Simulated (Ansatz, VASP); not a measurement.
# MgO in VASP and in Ansatz

```
Mg O
1.0
     0.00000    2.21246    2.21246
     2.21246    0.00000    2.21246
     2.21246    2.21246    0.00000
Mg O
1 1
Direct
  0.00000 0.00000 0.00000
  0.50000 0.50000 0.50000
```

Change from the starting cell: strain +0.050 along x and y, +0.050 along z, atoms carried along.

Alike in both runs: task single point; functional PBEsol; k mesh 10 × 10 × 10; occupations gaussian, width 0.05 eV; no spin polarisation.

|  | VASP | Ansatz |
| --- | --- | --- |
| version | VASP 6.6.1 | Ansatz 0.2.0 |
| potentials or method | VASP PAW PBE potentials, release 64 (Mg, O), cutoff 520 eV | scalar-relativistic, plane waves, PAW |
| valence electrons in the cell | 8 | 16 |

|  | VASP | Ansatz | Ansatz less VASP |
| --- | --- | --- | --- |
| gap on the k mesh at the Fermi level (eV) | 3.34 | 3.34 | +0.006 |
| least direct gap on the mesh (eV) | 3.34 | 3.34 | +0.006 |
| pressure (GPa) | -17.7 | -17.1 | +0.60 |

VASP's potentials were made for PBE, not for PBEsol. VASP's potentials hold 8 valence electrons a cell and Ansatz's 16, so a difference there can come from the potentials and not from the codes.
